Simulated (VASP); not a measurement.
# B3Br (R-3) in VASP: notebook

The runs below take B3Br through single point, relaxation of cell and atoms, with PBE.

Everything below comes from runs of VASP 6.6.1. Logs are shortened: lines on timing, memory, paths and dates and some standing lists are left out, and cuts for length are marked.

## Step 1: The cell of the first run

It takes space group R-3 (No. 148, trigonal). Conventional cell: a = 4.278 Å, b = 4.278 Å, c = 24.857 Å, α = 90.00°, β = 90.00°, γ = 120.00°. B (site symmetry 1) has 5 B at 1.71 to 1.75 Å within 2.3 Å. Within 3.5 Å of Br (site symmetry 3) lie 9 B at 2.56 to 3.47 Å.

## Step 2: Single point, PBE

File INCAR:

```
SYSTEM = B3Br
  PREC = Accurate
  ENCUT = 520
  EDIFF = 1E-6
  ISMEAR = 0
  SIGMA = 0.02
  LREAL = .False.
  LASPH = .True.
  NELM = 100
  ALGO = Normal
  ISIF = 2
  LWAVE = .False.
  LCHARG = .False.
  GGA = PE
  NBANDS = 26
```

File KPOINTS:

```
Automatic mesh
0
Gamma
  6 6 6
  0 0 0
```

File POSCAR:

```
B3Br
1.0
    2.1390679243      1.2349914419      8.2855628141
   -2.1390679243      1.2349914419      8.2855628141
    0.0000000000     -2.4699828838      8.2855628141
B Br
6 2
Direct
    0.0977410071      0.6450016106      0.7996837670
    0.6450016106      0.7996837670      0.0977410071
    0.7996837670      0.0977410071      0.6450016106
    0.9022589929      0.3549983894      0.2003162330
    0.3549983894      0.2003162330      0.9022589929
    0.2003162330      0.9022589929      0.3549983894
    0.5954349134      0.5954349134      0.5954349134
    0.4045650866      0.4045650866      0.4045650866
```

Potentials or basis: VASP PAW PBE potentials, release 64 (B, Br).

Started as:

```
$ cat potpaw_PBE.64/B/POTCAR potpaw_PBE.64/Br/POTCAR > POTCAR
$ mpirun -np 1 vasp_std > vasp.out
```

OUTCAR:

```text
SYSTEM = B3Br
   PREC = Accurate
   ENCUT = 520
   EDIFF = 1E-6
   ISMEAR = 0
   LREAL = .False.
   LASPH = .True.
   NELM = 100
   ISIF = 2
   GGA = PE

 ion  position               nearest neighbor table
   1  0.098  0.645  0.800-   2 1.71   3 1.71   6 1.73   5 1.73   4 1.75
   2  0.645  0.800  0.098-   3 1.71   1 1.71   6 1.73   4 1.73   5 1.75
   3  0.800  0.098  0.645-   2 1.71   1 1.71   4 1.73   5 1.73   6 1.75
   4  0.902  0.355  0.200-   5 1.71   6 1.71   3 1.73   2 1.73   1 1.75
   5  0.355  0.200  0.902-   6 1.71   4 1.71   3 1.73   1 1.73   2 1.75
   6  0.200  0.902  0.355-   5 1.71   4 1.71   1 1.73   2 1.73   3 1.75
   7  0.595  0.595  0.595-
   8  0.405  0.405  0.405-

  LATTYP: Found a trigonal (rhomboedric) cell.
 ALAT       =     8.6458872646
 COS(alpha) =     0.8775778479

  Lattice vectors:

 A1 = (   2.1390679243,   1.2349914419,   8.2855628141)
 A2 = (  -2.1390679243,   1.2349914419,   8.2855628141)
 A3 = (   0.0000000000,  -2.4699828838,   8.2855628141)

Analysis of symmetry for initial positions (statically):
=====================================================================
 Subroutine PRICEL returns:
 Original cell was already a primitive cell.

 Routine SETGRP: Setting up the symmetry group for a
 trigonal (rhombohedral) supercell.

 Subroutine GETGRP returns: Found  6 space group operations
 (whereof  6 operations were pure point group operations)
 out of a pool of 12 trial point group operations.

The static configuration has the point symmetry S_6 .

Analysis of symmetry for dynamics (positions and initial velocities):
=====================================================================
 Subroutine PRICEL returns:
 Original cell was already a primitive cell.

 Routine SETGRP: Setting up the symmetry group for a
 trigonal (rhombohedral) supercell.

 Subroutine GETGRP returns: Found  6 space group operations
 (whereof  6 operations were pure point group operations)
 out of a pool of 12 trial point group operations.

The dynamic configuration has the point symmetry S_6 .

 Subroutine INISYM returns: Found  6 space group operations
 (whereof  6 operations are pure point group operations),
 and found     1 'primitive' translations

----------------------------------------------------------------------------------------

                                     Primitive cell

  volume of cell :     131.3293

  direct lattice vectors                    reciprocal lattice vectors
     2.139067924  1.234991442  8.285562814     0.233746668  0.134953702  0.040230621
    -2.139067924  1.234991442  8.285562814    -0.233746668  0.134953702  0.040230621
     0.000000000 -2.469982884  8.285562814     0.000000000 -0.269907403  0.040230621

  length of vectors
     8.645887265  8.645887265  8.645887265     0.272889189  0.272889189  0.272889189

  position of ions in fractional coordinates (direct lattice)
     0.097741007  0.645001611  0.799683767
     0.645001611  0.799683767  0.097741007
     0.799683767  0.097741007  0.645001611
     0.902258993  0.354998389  0.200316233
     0.354998389  0.200316233  0.902258993
     0.200316233  0.902258993  0.354998389
     0.595434913  0.595434913  0.595434913
     0.404565087  0.404565087  0.404565087

  ion indices of the primitive-cell ions
   primitive index   ion index
                 1           1
                 2           2
                 3           3
                 4           4
                 5           5
                 6           6
                 7           7
                 8           8

----------------------------------------------------------------------------------------

 KPOINTS: Automatic mesh

Automatic generation of k-mesh.
 Grid dimensions read from file:
 generate k-points for:    6    6    6

 Generating k-lattice:

  Cartesian coordinates                     Fractional coordinates (reciprocal lattice)
     0.038957778  0.022492284  0.006705103     0.166666667  0.000000000  0.000000000
    -0.038957778  0.022492284  0.006705103     0.000000000  0.166666667  0.000000000
     0.000000000 -0.044984567  0.006705103     0.000000000  0.000000000  0.166666667

  Length of vectors
     0.045481531  0.045481531  0.045481531

  Shift w.r.t. Gamma in fractional coordinates (k-lattice)
     0.000000000  0.000000000  0.000000000

 Subroutine IBZKPT returns following result:
 ===========================================

 Found     40 irreducible k-points:

 Following reciprocal coordinates:
            Coordinates               Weight
  0.000000  0.000000  0.000000      1.000000
  0.166667 -0.000000  0.000000      6.000000
  0.333333 -0.000000 -0.000000      6.000000
  0.500000 -0.000000  0.000000      3.000000
  0.166667  0.166667 -0.000000      6.000000
  0.333333  0.166667  0.000000      6.000000
[... 16 lines left out ...]
  0.333333  0.333333  0.166667      6.000000
  0.500000  0.333333  0.166667      6.000000
 [... further k-points ...]
   k-points           NKPTS =     40   k-points in BZ     NKDIM =     40   number of bands    NBANDS=     26
   number of dos      NEDOS =    301   number of ions     NIONS =      8
   total plane-waves  NPLWV = 262144
   dimension x,y,z NGX =    64 NGY =   64 NGZ =   64
   dimension x,y,z NGXF=   128 NGYF=  128 NGZF=  128
   ions per type =               6   2
   NGX,Y,Z   is equivalent  to a cutoff of  12.31, 12.31, 12.31 a.u.
   NGXF,Y,Z  is equivalent  to a cutoff of  24.61, 24.61, 24.61 a.u.
 SYSTEM =  B3Br
   PREC   = accura    normal or accurate (medium, high low for compatibility)
   ISTART =      0    job   : 0-new  1-cont  2-samecut
   ICHARG =      2    charge: 1-file 2-atom 10-const
   ISPIN  =      1    spin polarized calculation?
   LNONCOLLINEAR =      F non collinear calculations
   LSORBIT =      F    spin-orbit coupling
   LASPH  =      T    aspherical Exc in radial PAW
   ENCUT  =  520.0 eV  38.22 Ry    6.18 a.u.  16.08 16.08 16.08*2*pi/ulx,y,z
   NELM   =    100;   NELMIN=  2; NELMDL= -5     # of ELM steps
   EDIFF  = 0.1E-05   stopping-criterion for ELM
   LREAL  =      F    real-space projection
   EDIFFG = 0.1E-04   stopping-criterion for IOM
   NSW    =      0    number of steps for IOM
   IBRION =     -1    ionic relax: 0-MD 1-quasi-New 2-CG
   NFREE  =      0    steps in history (QN), initial steepest desc. (CG)
   ISIF   =      2    stress and relaxation
   ISYM   =      2    0-nonsym 1-usesym 2-fastsym
   POTIM  = 0.5000    time-step for ionic-motion
   TEBEG  =    0.0;   TEEND  =   0.0 temperature during run
   PSTRESS=    0.0 pullay stress
   NELECT =      32.0000    total number of electrons
   NUPDOWN=      -1.0000    fix difference up-down
   EMIN   =  10.00;   EMAX   =-10.00  energy-range for DOS
   EFERMI =   0.00;   METHOD = LEGACY
   ISMEAR =     0;   SIGMA  =   0.02  broadening in eV -4-tet -1-fermi 0-gaus
   EFERMI_NEDOS =   21; number of points for ismear=-14 and -15
   IALGO  =     38    algorithm
   IMIX   =      4    mixing-type and parameters
     AMIX     =   0.40;   BMIX     =  1.00
     AMIX_MAG =   1.60;   BMIX_MAG =  1.00
  volume/ion in A,a.u.               =      16.42       110.78
  Fermi-wavevector in a.u.,A,eV,Ry     =   1.022518  1.932279 14.225473  1.045543
  Thomas-Fermi vector in A             =   2.156201
   LORBIT       =      0    0 simple, 1 ext, 2 COOP (PROOUT), +10 PAW based schemes
   GGA     = PE    functional components
   LHFCALC =     F    Hartree Fock is set to
   AEXX    =    0.0000 exact exchange contribution
   IVDW    =     0    specifies the selected vdW correction
   LEPSILON=     F    determine dielectric tensor
   LRPA    =     F    only Hartree local field effects (RPA)
 non-spin polarized calculation
 Gauss-broadening in eV      SIGMA  =   0.02
  energy-cutoff  :      520.00
  volume of cell :      131.33
 maximum number of plane-waves:      3556
   NGX = 33   NGY = 33   NGZ = 33

 number of electron      31.9999998 magnetization

 Free energy of the ion-electron system (eV)
  ---------------------------------------------------
  ext. energy  EPLUGINS =         0.00000000
  ---------------------------------------------------
  free energy    TOTEN  =       -41.11672480 eV

  energy without entropy =      -41.11672480  energy(sigma->0) =      -41.11672480

 E-fermi :   1.1569     XC(G=0):  -8.4604

 val. band max:        1.0390375549   @ k =   0.3333  -0.1667  -0.3333
 cond. band min:       2.0116737281   @ k =   0.5000   0.5000   0.0000
 fundamental gap:      0.9726361732
 Fermi energy:         1.1569203682

 k-point     1 :       0.0000    0.0000    0.0000
  band No.  band energies     occupation
      1     -14.1606      2.00000
      2     -13.1338      2.00000
      3     -12.2981      2.00000
      4      -7.6080      2.00000
      5      -6.7175      2.00000
      6      -6.7175      2.00000
[... 18 lines left out ...]
     25      11.0674      0.00000
     26      11.2170      0.00000

 k-point     2 :       0.1667   -0.0000    0.0000
  band No.  band energies     occupation
      1     -13.9916      2.00000
      2     -13.0944      2.00000
      3     -12.2673      2.00000
      4      -8.7404      2.00000
      5      -6.9747      2.00000
      6      -6.3374      2.00000
[... 18 lines left out ...]
     25       9.4457      0.00000
     26      10.4202      0.00000

 k-point     3 :       0.3333   -0.0000   -0.0000
  band No.  band energies     occupation
      1     -13.5583      2.00000
      2     -13.0130      2.00000
      3     -12.1855      2.00000
      4     -10.1362      2.00000
      5      -7.3465      2.00000
      6      -6.9051      2.00000
[... 572 lines left out ...]
 k-point    23 :       0.3333    0.3333    0.1667
  band No.  band energies     occupation
      1     -13.9817      2.00000
      2     -13.1250      2.00000
      3     -12.2436      2.00000
      4      -8.7411      2.00000
      5      -6.9748      2.00000
      6      -6.3232      2.00000
[... 18 lines left out ...]
     25       9.7382      0.00000
     26      10.1242      0.00000

 k-point    24 :       0.5000    0.3333    0.1667
  band No.  band energies     occupation
      1     -13.6745      2.00000
      2     -13.0620      2.00000
      3     -12.1870      2.00000
      4      -9.7381      2.00000
      5      -7.8732      2.00000
      6      -5.5939      2.00000
[... 18 lines left out ...]
     25       9.4099      0.00000
     26       9.6326      0.00000

 [... further k-points ...]
[... 5 lines left out ...]
  --------------------------------------------------------------------------------------
  -------------------------------------------------------------------------------------
  Total        0.0373997      0.0373997     -0.0012594      0.0000001      0.0000000      0.0000000
  in kB        0.4562642      0.4562642     -0.0153644      0.0000008      0.0000000      0.0000000
  external PRESSURE =       0.2990546 kB  Pullay stress =       0.0000000 kB

 VOLUME and BASIS-vectors are now :
 -----------------------------------------------------------------------------
  energy-cutoff  :      520.00
  volume of cell :      131.33
      direct lattice vectors                 reciprocal lattice vectors
     2.139067924  1.234991442  8.285562814     0.233746668  0.134953702  0.040230621
    -2.139067924  1.234991442  8.285562814    -0.233746668  0.134953702  0.040230621
     0.000000000 -2.469982884  8.285562814     0.000000000 -0.269907403  0.040230621

 POSITION                                       TOTAL-FORCE (eV/Angst)
 -----------------------------------------------------------------------------------
     -1.17063     -1.05792     12.77987         0.008659      0.001913      0.005214
     -0.33088      1.54276     12.77987        -0.002673     -0.008455      0.005214
      1.50150     -0.48483     12.77987        -0.005986      0.006542      0.005214
      1.17063      1.05792     12.07682        -0.008659     -0.001913     -0.005214
      0.33088     -1.54276     12.07682         0.002673      0.008455     -0.005214
     -1.50150      0.48483     12.07682         0.005986     -0.006542     -0.005214
      0.00000      0.00000     14.80054        -0.000000      0.000000      0.000645
      0.00000      0.00000     10.05615        -0.000000     -0.000000     -0.000645
 -----------------------------------------------------------------------------------
    total drift:                               -0.000000     -0.000000      0.000000

  FREE ENERGIE OF THE ION-ELECTRON SYSTEM (eV)
  ---------------------------------------------------
  free  energy   TOTEN  =       -41.1167248037 eV

  energy  without entropy=      -41.1167248037  energy(sigma->0) =      -41.11672480
```

Run time: 7 min. Hardware: 1 thread of Intel Xeon Platinum 8488C (Sapphire Rapids), shared host; peak memory 0.55 GiB.

Results:

```yaml
Free_energy: -41.1167 eV
Pressure: 0.0 GPa
Largest_force: 0.010 eV/Å
Band_gap_on_the_k_mesh: 0.97 eV (least direct gap 1.04 eV)
```

Forces on the atoms (eV/Å):
```
B    0.009  0.002  0.005
B   -0.003 -0.008  0.005
B   -0.006  0.007  0.005
B   -0.009 -0.002 -0.005
B    0.003  0.008 -0.005
B    0.006 -0.007 -0.005
Br   0.000  0.000  0.001
Br   0.000  0.000 -0.001
```

A k mesh can miss the band edges.

## Step 3: Relaxation of cell and atoms, PBE

This run uses another cell than the first one, of 16.19 Å³/atom.

File INCAR:

```
SYSTEM = B3Br
PREC     = Accurate       ! precision mode
ENCUT    = 600            ! plane-wave cutoff, eV
EDIFF    = 1E-7           ! SCF threshold, eV
ISMEAR   = 0              ! smearing method
SIGMA    = 0.02           ! smearing width, eV
LREAL    = .FALSE.        ! projectors in reciprocal space
LASPH    = .TRUE.         ! aspherical terms in the spheres
NELM     = 100            ! most SCF steps
ALGO     = Normal         ! electronic algorithm
ISIF     = 3              ! what is computed and relaxed
LWAVE    = .FALSE.        ! write WAVECAR
LCHARG   = .FALSE.        ! write CHGCAR
GGA      = PE             ! functional
IBRION   = 2              ! ionic algorithm
NSW      = 100            ! ionic steps
EDIFFG   = -0.01          ! ionic threshold
```

File KPOINTS:

```
regular mesh
0
G
  6 6 6
  0 0 0
```

File POSCAR:

```
B3Br
1.0
    2.1391015527      1.2350108573      8.1720217845
   -2.1391015527      1.2350108573      8.1720217845
    0.0000000000     -2.4700217146      8.1720217845
B Br
6 2
Direct
    0.0980216579      0.6451649867      0.7999153082
    0.6451649867      0.7999153082      0.0980216579
    0.7999153082      0.0980216579      0.6451649867
    0.9019783421      0.3548350133      0.2000846918
    0.3548350133      0.2000846918      0.9019783421
    0.2000846918      0.9019783421      0.3548350133
    0.5966414311      0.5966414311      0.5966414311
    0.4033585689      0.4033585689      0.4033585689
```

Potentials or basis: VASP PAW PBE potentials, release 64 (B, Br).

Started as:

```
$ cat potpaw_PBE.64/B/POTCAR potpaw_PBE.64/Br/POTCAR > POTCAR
$ mpirun -np 1 vasp_std > vasp.out
```

Run time: 13 min. Hardware: 1 thread of Intel Xeon Platinum 8488C (Sapphire Rapids), shared host; peak memory 0.78 GiB.

Results (log left out):

```yaml
Free_energy: -41.1209 eV
Relaxed_volume: 16.20 Å³/atom
Relaxed_cell: a = 8.541 Å, b = 8.541 Å, c = 8.541 Å, α = 29.01°, β = 29.01°, γ = 29.01°
Space_group_after_relaxing_to_0.1_Å: R-3 (No. 148)
Energy_gained_by_relaxing: 0.0 meV/atom
Ionic_steps: 2
Pressure_after_relaxing: 0.0 GPa
Largest_force_after_relaxing: 0.005 eV/Å
Band_gap_on_the_k_mesh: 0.95 eV (least direct gap 1.02 eV)
```

Forces in eV/Å, atoms in the order of the input:
```
B   -0.001  0.001 -0.005
B    0.001  0.001 -0.005
B    0.000 -0.001 -0.005
B    0.001 -0.001  0.005
B   -0.001 -0.001  0.005
B    0.000  0.001  0.005
Br   0.000  0.000  0.001
Br   0.000  0.000 -0.001
```

Final structure:
```
CELL_PARAMETERS angstrom
2.13922 1.23508 8.17648
-2.13922 1.23508 8.17648
0.00000 -2.47016 8.17648
ATOMIC_POSITIONS crystal
B 0.09803 0.64514 0.79991
B 0.64514 0.79991 0.09803
B 0.79991 0.09803 0.64514
B 0.90197 0.35486 0.20009
B 0.35486 0.20009 0.90197
B 0.20009 0.90197 0.35486
Br 0.59667 0.59667 0.59667
Br 0.40333 0.40333 0.40333
```

Levels at points of the mesh, in eV from the valence-band top:
| k point | band 14 | band 15 | band 16 | band 17 | band 18 | band 19 |
| --- | --- | --- | --- | --- | --- | --- |
| (0.00, 0.00, 0.00) | -1.06 | -1.06 | -0.25 | 1.96 | 2.66 | 2.66 |
| (0.50, 0.00, 0.00) | -1.31 | -0.48 | -0.12 | 1.20 | 2.25 | 3.76 |
| (0.50, 0.50, 0.00) | -1.08 | -0.61 | -0.21 | 0.95 | 2.38 | 4.06 |
| (0.50, 0.50, 0.50) | -1.13 | -1.13 | -0.94 | 2.52 | 2.63 | 2.63 |

A k mesh can miss the band edges.
